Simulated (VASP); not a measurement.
Write the native input for VASP 6.6.1 that does the following.

```
Task                   : single point
Functional             : LDA
Potentials or basis    : VASP PAW LDA potentials, release 64 (Na_pv)
Cutoff                 : 520 eV
k mesh                 : 18 × 18 × 18
Occupations            : gaussian, width 0.15 eV
Spin                   : no spin polarisation
Dipole correction      : no
Further INCAR settings : ALGO = Fast; EDIFF = 1e-06; NBANDS = 10
```

The structure of Na lies in POSCAR:

```
Na
1.0
   -1.9401812426      1.9401812426      2.5222356154
    1.9401812426     -1.9401812426      2.5222356154
    1.9401812426      1.9401812426     -2.5222356154
Na
1
Direct
    0.0000000000      0.0000000000      0.0000000000
```

This cell differs from its parent crystal: ratio of the length along z to the lengths across it x 1.3, volume and fractional coordinates fixed.

These files were run (other wordings do the same):

INCAR

```
SYSTEM = Na
ALGO = Fast
EDIFF = 1E-6
ENCUT = 520
ISIF = 2
ISMEAR = 0
LASPH = .TRUE.
LCHARG = .TRUE.
LELF = .TRUE.
LREAL = .FALSE.
LVHAR = .TRUE.
LWAVE = .FALSE.
NBANDS = 10
NELM = 100
PREC = Accurate
SIGMA = 0.15
```

KPOINTS

```
k-points
0
G
  18 18 18
  0 0 0
```

Potentials or basis: VASP PAW LDA potentials, release 64 (Na_pv).

The run is started by

```sh
$ cat potpaw_LDA.64/Na_pv/POTCAR > POTCAR
$ mpirun -np 1 vasp_std > vasp.out
```

It gave:

```json
{
  "Pressure": "-1.0 GPa"
}
```

Run time: 49 s on 1 thread of Intel(R) Xeon(R) 6975P-C (Granite Rapids) (shared host), peak memory 0.24 GiB.
